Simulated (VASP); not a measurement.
# Pb (Fd-3m) in VASP: relaxation of cell and atoms with PBEsol

Aim: the relaxation of cell and atoms of Pb with PBEsol.

Program: VASP 6.6.1. These are calculated values, not measurements. Logs are shortened: lines on timing, memory, paths and dates and some standing lists are left out, and cuts for length are marked.

## (1) The cell of the first run

It takes space group Fd-3m (No. 227, cubic). The conventional cell has a = 6.948 Å, b = 6.948 Å, c = 6.948 Å, α = 90.00°, β = 90.00°, γ = 90.00°. Pb (site symmetry -43m) has 4 Pb at 3.01 Å within 4.0 Å.

This isn't the form of Pb at room conditions, which is fcc.

## (2) Relaxation of cell and atoms, PBEsol

INCAR

```
SYSTEM = Pb
ALGO = Fast
EDIFF = 1E-6
EDIFFG = -0.01
ENCUT = 600
GGA = PS
IBRION = 2
ISIF = 3
ISMEAR = 0
LASPH = .TRUE.
LCHARG = .FALSE.
LREAL = .FALSE.
LWAVE = .FALSE.
NELM = 60
NSW = 100
PREC = Accurate
SIGMA = 0.1
```

KPOINTS

```
k-points
0
G
  14 14 14
  0 0 0
```

POSCAR

```
Pb
1.0
    0.0000000000      3.4742134699      3.4742134699
    3.4742134699      0.0000000000      3.4742134699
    3.4742134699      3.4742134699      0.0000000000
Pb
2
Direct
    0.0000000000      0.0000000000      0.0000000000
    0.2500000000      0.2500000000      0.2500000000
```

Potentials or basis: VASP PAW PBE potentials, release 64 (Pb_d).

Launch:

```
> cat potpaw_PBE.64/Pb_d/POTCAR > POTCAR
> mpirun -np 1 vasp_std > vasp.out
```

OUTCAR:

```text
SYSTEM = Pb
   EDIFF = 1E-6
   EDIFFG = -0.01
   ENCUT = 600
   GGA = PS
   IBRION = 2
   ISIF = 3
   ISMEAR = 0
   LASPH = .TRUE.
   LREAL = .FALSE.
   NELM = 60
   NSW = 100
   PREC = Accurate

 ion  position               nearest neighbor table
   1  0.000  0.000  0.000-   2 3.01   2 3.01   2 3.01   2 3.01
   2  0.250  0.250  0.250-   1 3.01   1 3.01   1 3.01   1 3.01

  LATTYP: Found a face centered cubic cell.
 ALAT       =     6.9484269398

  Lattice vectors:

 A1 = (   0.0000000000,   3.4742134699,   3.4742134699)
 A2 = (   3.4742134699,   0.0000000000,   3.4742134699)
 A3 = (   3.4742134699,   3.4742134699,   0.0000000000)

Analysis of symmetry for initial positions (statically):
=====================================================================
 Subroutine PRICEL returns:
 Original cell was already a primitive cell.

 Routine SETGRP: Setting up the symmetry group for a
 face centered cubic supercell.

 Subroutine GETGRP returns: Found 48 space group operations
 (whereof 24 operations were pure point group operations)
 out of a pool of 48 trial point group operations.

The static configuration has the point symmetry T_d .
 The point group associated with its full space group is O_h .

Analysis of symmetry for dynamics (positions and initial velocities):
=====================================================================
 Subroutine PRICEL returns:
 Original cell was already a primitive cell.

 Routine SETGRP: Setting up the symmetry group for a
 face centered cubic supercell.

 Subroutine GETGRP returns: Found 48 space group operations
 (whereof 24 operations were pure point group operations)
 out of a pool of 48 trial point group operations.

The dynamic configuration has the point symmetry T_d .
 The point group associated with its full space group is O_h .

 Subroutine INISYM returns: Found 48 space group operations
 (whereof 24 operations are pure point group operations),
 and found     1 'primitive' translations

[... 143 lines left out ...]

  energy without entropy =       -7.34332049  energy(sigma->0) =       -7.34506212

------------------------ aborting loop because EDIFF is reached ----------------------------------------

  FORCE on cell =-STRESS in cart. coord.  units (eV):
  Direction    XX          YY          ZZ          XY          YZ          ZX
  --------------------------------------------------------------------------------------
  -------------------------------------------------------------------------------------
  Total       -0.2449478     -0.2449478     -0.2449478     -0.0000000     -0.0000000     -0.0000000
  in kB       -4.6793402     -4.6793402     -4.6793402     -0.0000000     -0.0000000     -0.0000000
  external PRESSURE =      -4.6793402 kB  Pullay stress =       0.0000000 kB

 VOLUME and BASIS-vectors are now :
 -----------------------------------------------------------------------------
  energy-cutoff  :      600.00
  volume of cell :       83.87
      direct lattice vectors                 reciprocal lattice vectors
     0.000000000  3.474213470  3.474213470    -0.143917466  0.143917466  0.143917466
     3.474213470  0.000000000  3.474213470     0.143917466 -0.143917466  0.143917466
     3.474213470  3.474213470  0.000000000     0.143917466  0.143917466 -0.143917466

 POSITION                                       TOTAL-FORCE (eV/Angst)
 -----------------------------------------------------------------------------------
      0.00000      0.00000      0.00000         0.000000      0.000000      0.000000
      1.73711      1.73711      1.73711        -0.000000     -0.000000     -0.000000
 -----------------------------------------------------------------------------------
    total drift:                               -0.000000     -0.000000      0.000000

  FREE ENERGIE OF THE ION-ELECTRON SYSTEM (eV)
  ---------------------------------------------------
  free  energy   TOTEN  =        -7.3468037634 eV

  energy  without entropy=       -7.3433204864  energy(sigma->0) =       -7.34506212

--------------------------------------- Ionic step        2  -------------------------------------------

 number of electron      28.0000003 magnetization

 Free energy of the ion-electron system (eV)
  ---------------------------------------------------
  ext. energy  EPLUGINS =         0.00000000
  ---------------------------------------------------
  free energy    TOTEN  =        -7.34905609 eV

  energy without entropy =       -7.34571043  energy(sigma->0) =       -7.34738326

 E-fermi :   3.9802     XC(G=0):  -8.5640

 val. band max:        3.9412835926   @ k =  -0.3571   0.0714   0.0000
 cond. band min:       4.0193063704   @ k =   0.4286   0.0714   0.0000
 fundamental gap:      0.0780227778
 Fermi energy:         3.9801840573

 k-point     1 :       0.0000    0.0000    0.0000
  band No.  band energies     occupation
      1     -13.0564      2.00000
      2     -13.0564      2.00000
      3     -13.0564      2.00000
      4     -12.9803      2.00000
      5     -12.9803      2.00000
      6     -12.5615      2.00000
[... 481 lines left out ...]
      5     -12.8828      2.00000
      6     -12.6966      2.00000
[... 10 lines left out ...]
     17       8.1622      0.00000
     18       8.1884      0.00000

 [... further k-points ...]
[... 5 lines left out ...]
  --------------------------------------------------------------------------------------
  -------------------------------------------------------------------------------------
  Total        0.0043092      0.0043092      0.0043092     -0.0000000      0.0000000     -0.0000000
  in kB        0.0837978      0.0837978      0.0837978     -0.0000000      0.0000000     -0.0000000
  external PRESSURE =       0.0837978 kB  Pullay stress =       0.0000000 kB

 VOLUME and BASIS-vectors are now :
 -----------------------------------------------------------------------------
  energy-cutoff  :      600.00
  volume of cell :       82.39
      direct lattice vectors                 reciprocal lattice vectors
    -0.000000000  3.453686198  3.453686198    -0.144772852  0.144772852  0.144772852
     3.453686198 -0.000000000  3.453686198     0.144772852 -0.144772852  0.144772852
     3.453686198  3.453686198 -0.000000000     0.144772852  0.144772852 -0.144772852

 POSITION                                       TOTAL-FORCE (eV/Angst)
 -----------------------------------------------------------------------------------
      3.45369      3.45369     -0.00000         0.000000     -0.000000      0.000000
      1.72684      1.72684      1.72684        -0.000000      0.000000     -0.000000
 -----------------------------------------------------------------------------------
    total drift:                               -0.000000      0.000000      0.000000

  FREE ENERGIE OF THE ION-ELECTRON SYSTEM (eV)
  ---------------------------------------------------
  free  energy   TOTEN  =        -7.3490560916 eV

  energy  without entropy=       -7.3457104339  energy(sigma->0) =       -7.34738326

 reached required accuracy - stopping structural energy minimisation
```

CONTCAR:

```text
Pb
   1.00000000000000
    -0.0000000000000000    3.4536861984076768    3.4536861984076768
     3.4536861984076768   -0.0000000000000000    3.4536861984076768
     3.4536861984076768    3.4536861984076768   -0.0000000000000000
  Pb
     2
Direct
     0.0000000000000000    0.0000000000000000    1.0000000000000000
     0.2500000000000000    0.2500000000000000    0.2500000000000000

  0.00000000E+00  0.00000000E+00  0.00000000E+00
  0.00000000E+00  0.00000000E+00  0.00000000E+00
```

It took 8.1 min on 1 thread of Intel Xeon 8259CL, shared host; peak memory 0.36 GiB.

Results:

* Free energy: -7.3491 eV
* Relaxed volume: 41.20 Å³/atom
* Relaxed cell: a = 4.884 Å, b = 4.884 Å, c = 4.884 Å, α = 60.00°, β = 60.00°, γ = 60.00°
* Space group after relaxing (to 0.1 Å): Fd-3m (No. 227)
* Energy gained by relaxing: 1.1 meV/atom
* Ionic steps: 2
* Pressure after relaxing: 0.0 GPa
* Band gap on the k mesh: zero (bands 14 and 15 overlap by 1.13 eV)

Step by step:
| step | energy change (eV) | largest force (eV/Å) | pressure (GPa) | volume (Å³) |
| --- | --- | --- | --- | --- |
| 1 | 0.0000 | 0.0000 | -0.47 | 83.87 |
| 2 | -0.0023 | 0.0000 | 0.01 | 82.39 |

Final structure:
```
CELL_PARAMETERS angstrom
0.00000 3.45369 3.45369
3.45369 0.00000 3.45369
3.45369 3.45369 0.00000
ATOMIC_POSITIONS crystal
Pb 0.00000 0.00000 0.00000
Pb 0.25000 0.25000 0.25000
```

Caveat: the PAW data sets were made with another functional, which shifts forces and pressure a little; spin-orbit coupling is left out, which moves the levels of the heavy elements.

The gap in the log of VASP goes by the Fermi energy; the results here count the filled bands.